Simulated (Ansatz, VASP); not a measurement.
## HfB2 in VASP and in Ansatz

```
Hf B
1.0
     3.13268    0.00000    0.00000
    -1.56634    2.71298    0.00000
     0.00000    0.00000    3.47921
Hf B
1 2
Direct
  0.00000 0.00000 0.00000
  0.33333 0.66667 0.50000
  0.66667 0.33333 0.50000
```

Alike in both runs: functional BLYP; k mesh 6 × 6 × 4; occupations gaussian, width 0.1 eV; no spin polarisation.

Ansatz relaxed the structure, and its values are those at the end. VASP's run is a single point on that final structure, the one shown.

```csv
,VASP,Ansatz
version,VASP 6.6.1,Ansatz 0.2.0
potentials or method,"VASP PAW PBE potentials, release 64 (Hf_pv, B)","scalar-relativistic, plane waves, PAW"
plane-wave cutoff (eV),500,420
valence electrons in the cell,16,32
```

|  | VASP | Ansatz | Ansatz less VASP |
| --- | --- | --- | --- |
| gap on the k mesh at the Fermi level (eV) | none | none | - |
| pressure (GPa) | 9.6 | 9.4 | -0.26 |

VASP's potentials were made for PBE, not for BLYP. A gap of «none» marks a metal or a gap that the smearing closes. VASP's potentials hold 16 valence electrons a cell and Ansatz's 32, so a difference there can come from the potentials and not from the codes. Ansatz's warnings: stress scf threshold loose.

The k mesh is coarse, so the values compare programs but aren't converged. Spin-orbit coupling is off throughout.
